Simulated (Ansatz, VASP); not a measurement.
**SnTe: VASP beside Ansatz**

```xyz
2
Lattice="0.0000 3.2519 3.2519 3.2519 0.0000 3.2519 3.2519 3.2519 0.0000" Properties=species:S:1:pos:R:3 pbc="T T T"
Sn    0.0000    0.0000    0.0000
Te    3.2519    3.2519    3.2519
```

Alike in both runs: task single point; functional r2SCAN; k mesh 6 × 6 × 6; occupations fermi-dirac, width 0.02 eV; no spin polarisation.

|  | VASP | Ansatz |
| --- | --- | --- |
| version | VASP 6.6.1 | Ansatz 0.2.0 |
| potentials or method | VASP PAW PBE potentials, release 64 (Sn_d, Te) | plane waves, PAW |
| plane-wave cutoff (eV) | 550 | 500 |
| valence electrons in the cell | 20 | 30 |

```tsv
	VASP	Ansatz	Ansatz less VASP
pressure (GPa)	-2.3	-2.3	0.00
```

VASP's potentials were made for PBE, not for r2SCAN. VASP's potentials hold 20 valence electrons a cell and Ansatz's 30, so a difference there can come from the potentials and not from the codes.

Neither program's run includes spin-orbit coupling.
